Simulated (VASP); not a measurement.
Here is a VASP 6.6.1 calculation.

Contents of INCAR:

```
PREC = Accurate
ENCUT = 520
EDIFF = 1E-6
ISMEAR = 0
SIGMA = 0.02
LREAL = F
LASPH = T
NELM = 60
ALGO = Normal
ISIF = 2
LWAVE = F
LCHARG = T
GGA = CA
LELF = T
LVHAR = T
NBANDS = 11
```

The input KPOINTS:

```
Automatic mesh
0
Gamma
  7 7 7
```

File POSCAR:

```
Ba
1.0
    3.9177175405      0.0000000000      0.0000000000
    0.0000000000      3.9177175405      0.0000000000
    0.0000000000      0.0000000000      3.9177175405
Ba
1
Direct
    0.0000000000      0.0000000000      0.0000000000
```

Potentials or basis: VASP PAW LDA potentials, release 64 (Ba_sv).

Command:

```sh
$ cat potpaw_LDA.64/Ba_sv/POTCAR > POTCAR
$ mpirun -np 1 vasp_std > vasp.out
```

**Question.** Predict the band gap on the k mesh.

**Answer.** 0.05 eV, indirect (least direct gap 0.21 eV).

**Question.** Predict the pressure.

**Answer.** -1.0 GPa.

Caveat: spin-orbit coupling is left out, which moves the levels of the heavy elements. A k mesh can miss the band edges.
